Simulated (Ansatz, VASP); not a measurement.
## One calculation of YHSe, two programs

```
Y H Se
1.0
     3.53366    0.00000    0.00000
    -1.76683    3.06024    0.00000
     0.00000    0.00000    3.60231
Y H Se
1 1 1
Direct
  0.00000 0.00000 0.00000
  0.33333 0.66667 0.00000
  0.66667 0.33333 0.50000
```

Change from the starting cell: strain -0.080 along x and y, -0.080 along z, atoms carried along.

Alike in both runs: task single point; functional LDA; k mesh 9 × 9 × 8; occupations gaussian, width 0.05 eV; no spin polarisation.

|  | VASP | Ansatz |
| --- | --- | --- |
| version | VASP 6.6.1 | Ansatz 0.2.0 |
| potentials or method | VASP PAW LDA potentials, release 64 (Y_sv, H, Se), cutoff 520 eV | scalar-relativistic, plane waves, PAW |
| valence electrons in the cell | 18 | 28 |

```csv
,VASP,Ansatz,Ansatz less VASP
gap on the k mesh at the Fermi level (eV),1.34,1.35,+0.008
least direct gap on the mesh (eV),1.57,1.59,+0.020
pressure (GPa),26.1,25.9,-0.21
"traceless stress, the component that is largest in VASP (GPa)",-0.62,-0.66,-0.043
```

LDA's correlation is that of Perdew and Zunger in VASP and of Perdew and Wang (1992) in Ansatz. VASP's potentials hold 18 valence electrons a cell and Ansatz's 28, so a difference there can come from the potentials and not from the codes.
